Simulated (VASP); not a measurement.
Wanted: the native input for a VASP 6.6.1 run.

```yaml
Task: single point
Functional: r2SCAN
Potentials_or_basis: VASP PAW PBE potentials, release 64 (Y_sv)
Cutoff: 520 eV
k_mesh: 12 × 12 × 12
Occupations: fermi-dirac, width 0.1 eV
Spin: no spin polarisation
Dipole_correction: no
Further_INCAR_settings: ALGO = Normal; EDIFF = 1e-06; NBANDS = 12
```

Y:

```
CELL_PARAMETERS angstrom
0.00000 2.55387 2.55387
2.55387 0.00000 2.55387
2.55387 2.55387 0.00000
ATOMIC_POSITIONS crystal
Y 0.00000 0.00000 0.00000
```

The input as run:

POSCAR

```
Y
1.0
    0.0000000000      2.5538707878      2.5538707878
    2.5538707878      0.0000000000      2.5538707878
    2.5538707878      2.5538707878      0.0000000000
Y
1
Direct
    0.0000000000      0.0000000000      0.0000000000
```

INCAR.step1

```
SYSTEM = Y
  PREC = Accurate
  ENCUT = 520
  ISMEAR = -1
  SIGMA = 0.1
  LREAL = .False.
  LASPH = .True.
  NELM = 60
  NBANDS = 12
  GGA = PE
  ALGO = Normal
  EDIFF = 1E-4
  LWAVE = .True.
  LCHARG = .False.
```

INCAR.step2

```
SYSTEM = Y
  PREC = Accurate
  ENCUT = 520
  EDIFF = 1E-6
  ISMEAR = -1
  SIGMA = 0.1
  LREAL = .False.
  LASPH = .True.
  NELM = 60
  ALGO = Normal
  ISIF = 2
  LWAVE = .False.
  LCHARG = .False.
  METAGGA = R2SCAN
  LMIXTAU = .True.
  NBANDS = 12
  ISTART = 1
```

KPOINTS

```
Automatic mesh
0
Gamma
  12 12 12
  0 0 0
```

Potentials or basis: VASP PAW PBE potentials, release 64 (Y_sv).

Launch:

```sh
$ cat potpaw_PBE.64/Y_sv/POTCAR > POTCAR
$ cp INCAR.step1 INCAR
$ mpirun -np 1 vasp_std > vasp.out
$ cp INCAR.step2 INCAR
$ mpirun -np 1 vasp_std > vasp.out
```

Results of the run:

The pressure is 0.2 GPa.

Caveat: the PAW data sets were made with another functional, which shifts forces and pressure a little.

It took 86 s on 1 thread of Intel(R) Xeon(R) Platinum 8375C CPU @ 2.90GHz (Ice Lake), with other jobs on the host, peak memory 0.2 GiB.
